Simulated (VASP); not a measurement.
# S (P1) in VASP: notebook, part 2 of 2

VASP 6.6.1. The steps go on from the part before.

### Step 4. Single point, PBE+D3(BJ)

INCAR reads:

```
SYSTEM = S
PREC = Accurate ; ENCUT = 520
EDIFF = 1E-6 ; ISMEAR = -1
SIGMA = 0.0689 ; LREAL = Auto
LASPH = .True. ; NELM = 60
ALGO = Normal ; ISIF = 2
LWAVE = .False. ; LCHARG = .False.
GGA = PE ; IVDW = 12
NBANDS = 69
```

KPOINTS reads:

```
Automatic mesh
0
Gamma
  2 2 2
  0.5 0.5 0.5
```

POSCAR reads:

```
S
1.0
    0.0000000000     -6.2719630000     -2.8421320000
    5.4316800000      3.1359820000     -2.8421320000
    5.4316800000     -3.1359820000      7.1053290000
S
18
Direct
    0.4016713281      0.7262459414      0.5078420387
    0.7455333243      0.0610651764      0.1284235269
    0.0976789452      0.4446297518      0.7959676324
    0.4213267585      0.3299472322      0.3445433490
    0.7764716165      0.6294820181      0.0039295599
    0.1384103578      1.0153660594      0.6701562836
    0.7585488674      0.4894674000      0.5780347356
    0.0924801225      0.8990142565      0.2375101705
    0.4281102110      0.2231801735      0.9356056902
    0.5811288399      0.2230653291      0.5105655181
    0.9156574598      0.6001944054      0.1794229505
    0.3044310116      0.9602488055      0.8463603836
    0.5741808810      0.6729689313      0.6809296783
    0.9023168306      0.0457943595      0.3362045801
    0.2162486002      0.3878624884      0.9943222132
    0.2093230541      0.4488161909      0.4231105426
    0.5594367736      0.7757018135      0.0803066406
    0.9302535252      0.1546470823      0.7510960764
```

Potentials or basis: VASP PAW PBE potentials, release 64 (S).

On the command line:

```sh
> cat potpaw_PBE.64/S/POTCAR > POTCAR
> mpirun -np 1 vasp_std > vasp.out
```

OUTCAR:

```text
SYSTEM = S
   PREC = Accurate
   ENCUT = 520
   EDIFF = 1E-6
   ISMEAR = -1
   LREAL = Auto
   LASPH = .True.
   NELM = 60
   ISIF = 2
   GGA = PE
   IVDW = 12
 IVDW          = 12

 ion  position               nearest neighbor table
   1  0.402  0.726  0.508-  13 2.10  16 2.18
   2  0.746  0.061  0.128-  17 2.11  14 2.25
   3  0.098  0.445  0.796-  18 2.09  15 2.12
   4  0.421  0.330  0.345-  16 1.99  10 2.15
   5  0.776  0.629  0.004-  11 1.95  17 2.12
   6  0.138  0.015  0.670-  18 2.06  12 2.11
[... 10 lines left out ...]
  17  0.559  0.776  0.080-   2 2.11   5 2.12
  18  0.930  0.155  0.751-   6 2.06   3 2.09

  LATTYP: Found a base centered monoclinic cell.
 ALAT       =     8.4645367077
 B/A-ratio  =     1.2833968051
 C/A-ratio  =     1.1196728398
 COS(beta)  =    -0.0131014992

  Lattice vectors:

 A1 = (   0.0000000000,  -6.2719630000,  -2.8421320000)
 A2 = (   5.4316800000,   3.1359820000,  -2.8421320000)
[... 187 lines left out ...]
 E-fermi :   3.4990     XC(G=0):  -8.5671

 val. band max:        2.7633518134   @ k =  -0.2500   0.2500  -0.2500
 cond. band min:       4.2512006136   @ k =  -0.2500   0.2500  -0.2500
 fundamental gap:      1.4878488002
 Fermi energy:         3.4989648571

 k-point     1 :       0.2500    0.2500    0.2500
  band No.  band energies     occupation
      1     -13.8465      2.00000
      2     -13.7621      2.00000
      3     -13.6590      2.00000
      4     -12.4918      2.00000
      5     -12.3187      2.00000
      6     -12.1973      2.00000
[... 265 lines left out ...]
     65       6.0863      0.00000
     66       6.2164      0.00000
 [bands above 66 left out]

------------------------ aborting loop because EDIFF is reached ----------------------------------------

 Edisp (eV)   -4.35928

 E8    (eV) :    -1.5596

  FORCE on cell =-STRESS in cart. coord.  units (eV):
  Direction    XX          YY          ZZ          XY          YZ          ZX
  --------------------------------------------------------------------------------------
  -------------------------------------------------------------------------------------
  Total      -7.26724    -1.09884    -1.42042     0.77373     0.83262    -0.95681
  in kB     -26.72303    -4.04064    -5.22315     2.84515     3.06170    -3.51838
  external pressure =      -12.00 kB  Pullay stress =        0.00 kB

 VOLUME and BASIS-vectors are now :
 -----------------------------------------------------------------------------
  energy-cutoff  :      520.00
  volume of cell :      435.71
      direct lattice vectors                 reciprocal lattice vectors
     0.000000000 -6.271963000 -2.842132000     0.030684183 -0.124008661 -0.078188581
     5.431680000  3.135982000 -2.842132000     0.122736729  0.035431050 -0.078188568
     5.431680000 -3.135982000  7.105329000     0.061368373 -0.035431050  0.078188568

 POSITION                                       TOTAL-FORCE (eV/Angst)
 -----------------------------------------------------------------------------------
      6.70317     -1.83436      0.40269         0.269487     -0.284436      0.081683
      1.02924     -4.88719     -1.37997         0.074898      0.053387      1.149367
      6.73853     -1.71443      4.11430         0.138039     -0.470674      0.767640
      3.66362     -2.68832      0.31287        -0.894730     -0.581912     -0.443922
      3.44049     -2.90828     -3.96798        -0.290052      1.123694     -0.571849
      3.72354     -2.92151      4.32463         0.082705      0.321900     -0.106939
[... 10 lines left out ...]
      4.64956     -1.32802     -3.22404         1.166385     -0.250031     -0.437363
      4.91971     -7.70497      2.25335        -0.173603     -0.181311      0.009872
 -----------------------------------------------------------------------------------
    total drift:                               -0.002247     -0.000387      0.002806

  FREE ENERGIE OF THE ION-ELECTRON SYSTEM (eV)
  ---------------------------------------------------
  free  energy   TOTEN  =       -75.7418983406 eV

  energy  without entropy=      -75.7418447039  energy(sigma->0) =      -75.74187152
```

OSZICAR:

```text
N       E                     dE             d eps       ncg     rms          rms(c)
DAV:   1     0.675928261133E+03    0.67593E+03   -0.46312E+04   552   0.134E+03
DAV:   2    -0.644776158203E+01   -0.68238E+03   -0.65887E+03   704   0.241E+02
DAV:   3    -0.699693493759E+02   -0.63522E+02   -0.62226E+02   640   0.802E+01
DAV:   4    -0.720812682012E+02   -0.21119E+01   -0.20920E+01   744   0.153E+01
DAV:   5    -0.721347484182E+02   -0.53480E-01   -0.53323E-01   736   0.257E+00    0.440E+01
DAV:   6    -0.715653634947E+02    0.56938E+00   -0.44305E-01   683   0.227E+00    0.266E+01
DAV:   7    -0.713863445415E+02    0.17902E+00   -0.84249E-01   648   0.287E+00    0.903E-01
DAV:   8    -0.713827584313E+02    0.35861E-02   -0.76335E-02   675   0.107E+00    0.887E-01
DAV:   9    -0.713824713404E+02    0.28709E-03   -0.68735E-03   752   0.271E-01    0.461E-01
DAV:  10    -0.713824817292E+02   -0.10389E-04   -0.20744E-03   664   0.152E-01    0.858E-02
DAV:  11    -0.713825789527E+02   -0.97224E-04   -0.46406E-04   744   0.747E-02    0.916E-02
DAV:  12    -0.713825940397E+02   -0.15087E-04   -0.67330E-05   688   0.283E-02    0.734E-02
DAV:  13    -0.713826040664E+02   -0.10027E-04   -0.13605E-05   752   0.130E-02    0.326E-02
DAV:  14    -0.713826174592E+02   -0.13393E-04   -0.13964E-05   688   0.146E-02    0.128E-02
DAV:  15    -0.713826188598E+02   -0.14006E-05   -0.24810E-06   440   0.582E-03    0.112E-02
DAV:  16    -0.713826188939E+02   -0.34051E-07   -0.33705E-07   360   0.226E-03
   1 F= -.75741898E+02 E0= -.75741872E+02  d E =-.536367E-04
```

stdout:

```text
POSCAR found type information on POSCAR S
 POSCAR found :  1 types and      18 ions
 scaLAPACK will be used
 LDA part: xc-table for (Slater+PW92), standard interpolation
 POSCAR, INCAR and KPOINTS ok, starting setup
 FFT: planning ... GRIDC
 FFT: planning ... GRID_SOFT
 FFT: planning ... GRID
 WAVECAR not read
 entering main loop
```

It took 5.9 min on 1 thread of Intel Xeon 8259CL, shared host; peak memory 0.45 GiB.

Results:

```
Free energy                : -75.7419 eV
Pressure                   : -1.2 GPa
Largest force              : 1.853 eV/Å
Band gap on the k mesh     : 1.49 eV
Dispersion energy per atom : -0.242 eV
```

Forces on the atoms (eV/Å):
```
S    0.269 -0.284  0.082
S    0.075  0.053  1.149
S    0.138 -0.471  0.768
S   -0.895 -0.582 -0.444
S   -0.290  1.124 -0.572
S    0.083  0.322 -0.107
S    0.802  0.407 -0.158
S   -0.232 -0.648  0.345
S    1.057 -0.084 -1.023
S    0.519  0.615 -0.060
S    1.060 -1.211  0.435
S   -0.935  0.442  0.980
S   -1.480  0.303 -0.465
S   -1.544  0.716 -0.733
S   -0.671  0.129 -0.186
S    1.052 -0.398  0.416
S    1.166 -0.250 -0.437
S   -0.174 -0.181  0.010
```

Caveat: the atoms stand as in a frame of molecular dynamics; a shifted mesh leaves out Γ, where band edges can lie; forces of over 1 eV/Å act on the atoms, so gaps and moduli don't describe the material at rest. A k mesh can miss the band edges.

### Step 5. Summary

```csv
cell,gap on the mesh (eV),pressure (GPa),largest force (eV/Å)
"a = 6.871, b = 6.871, c = 9.457 Å, angles 90.5, 90.5, 104.1°, 18 atoms, atomic positions A",1.74,-1.7,1.33
"a = 6.885, b = 6.885, c = 9.477 Å, angles 90.5, 90.5, 104.1°, 18 atoms, atomic positions B",1.65,-1.4,1.54
"a = 6.886, b = 6.886, c = 9.478 Å, angles 90.5, 90.5, 104.1°, 18 atoms, atomic positions C",1.49,-1.2,1.85
```

Alike in all rows: task single point; level PBE+D3(BJ); potentials or basis VASP PAW PBE potentials, release 64 (S); no spin polarisation; k mesh 2 × 2 × 2, shifted; cutoff (eV) 520; smearing fermi-dirac 0.0689 eV.

Caveats: the atoms stand as in a frame of molecular dynamics; a shifted mesh leaves out Γ, where band edges can lie; forces of over 1 eV/Å act on the atoms, so gaps and moduli don't describe the material at rest.

Absolute energies hang on the potentials; compare differences alone.
